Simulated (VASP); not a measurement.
Runs of VASP 6.6.1 on MgO. The structure is that of space group P6_3/mmc (No. 194), or close to it. The cells are those of the table. 

```tsv
task	cell	cutoff (eV)	gap on the mesh (eV)	pressure (GPa)
single point	a = 3.494, b = 3.494, c = 4.194 Å, angles 90.0, 90.0, 120.0°, 4 atoms	520	3.27	-0.4
relaxation of cell and atoms	relaxed to 5 GPa from a = 3.486, b = 3.486, c = 4.178 Å, angles 90.0, 90.0, 120.0°, 4 atoms	600	3.47	4.9
relaxation of cell and atoms	relaxed from a = 3.486, b = 3.486, c = 4.178 Å, angles 90.0, 90.0, 120.0°, 4 atoms	600	3.29	0.0
single point	a = 3.451, b = 3.451, c = 4.150 Å, angles 90.0, 90.0, 120.0°, 4 atoms	520	(a)	4.7
relaxation of cell and atoms	relaxed to 10 GPa from a = 3.486, b = 3.486, c = 4.178 Å, angles 90.0, 90.0, 120.0°, 4 atoms	600	(b)	9.9
```

Alike in all rows: level PBEsol; potentials or basis VASP PAW PBE potentials, release 64 (Mg, O); no spin polarisation; k mesh 6 × 6 × 4; smearing fermi-dirac 0.01 eV.

Question: Fill in the values left out.

Answer: (a) 3.45; (b) 3.62.

Caveats: the PAW data sets were made with another functional, which shifts forces and pressure a little; the cell is relaxed towards a set pressure, so the run minimises the enthalpy, not the energy (at least some runs); the cell stands under pressure (at least some runs).

